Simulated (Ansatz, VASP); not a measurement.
One calculation of BP, two programs

```
CELL_PARAMETERS angstrom
0.00000 2.26827 2.26827
2.26827 0.00000 2.26827
2.26827 2.26827 0.00000
ATOMIC_POSITIONS crystal
B 0.00000 0.00000 0.00000
P 0.25000 0.25000 0.25000
```

Alike in both runs: functional r2SCAN; k mesh 10 × 10 × 10; occupations gaussian, width 0.02 eV; no spin polarisation.

Ansatz relaxed the structure, and its values are those at the end. VASP's run is a single point on that final structure, the one shown.

|  | VASP | Ansatz |
| --- | --- | --- |
| version | VASP 6.6.1 | Ansatz 0.2.0 |
| potentials or method | VASP PAW PBE potentials, release 64 (B, P), cutoff 520 eV | scalar-relativistic, plane waves, PAW |
| valence electrons in the cell | 8 | 8 |

VASP gave:

| Item | Value |
| --- | --- |
| gap on the k mesh at the Fermi level (eV) | 1.45 |
| least direct gap on the mesh (eV) | 3.64 |
| pressure (GPa) | -0.5 |

Task: What did Ansatz give for the same quantities?

Result: gap on the k mesh at the Fermi level (eV): 1.41; least direct gap on the mesh (eV): 3.60; pressure (GPa): 0.0.

VASP's potentials were made for PBE, not for r2SCAN.
